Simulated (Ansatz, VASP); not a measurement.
**Two plane-wave programs on BaTe**

```
CELL_PARAMETERS angstrom
4.15590 0.00000 0.00000
0.00000 4.15590 0.00000
0.00000 0.00000 4.04934
ATOMIC_POSITIONS crystal
Ba 0.00000 0.00000 0.00000
Te 0.50000 0.50000 0.50000
```

Change from the starting cell: strain -0.025 along x and y, -0.050 along z, atoms carried along.

Alike in both runs: task single point; functional LDA; k mesh 6 × 6 × 6; occupations gaussian, width 0.05 eV; no spin polarisation.

|  | VASP | Ansatz |
| --- | --- | --- |
| version | VASP 6.6.1 | Ansatz 0.2.0 |
| potentials or method | VASP PAW LDA potentials, release 64 (Ba_sv, Te), cutoff 520 eV | scalar-relativistic, plane waves, PAW |
| valence electrons in the cell | 16 | 26 |

```tsv
	VASP	Ansatz	Ansatz less VASP
gap on the k mesh at the Fermi level (eV)	0.23	0.37	+0.137
least direct gap on the mesh (eV)	0.51	0.64	+0.130
pressure (GPa)	0.6	-0.1	-0.75
traceless stress, the component that is largest in VASP (GPa)	1.37	1.37	-0.005
```

LDA's correlation is that of Perdew and Zunger in VASP and of Perdew and Wang (1992) in Ansatz. VASP's potentials hold 16 valence electrons a cell and Ansatz's 26, so a difference there can come from the potentials and not from the codes.

Neither program's run includes spin-orbit coupling.
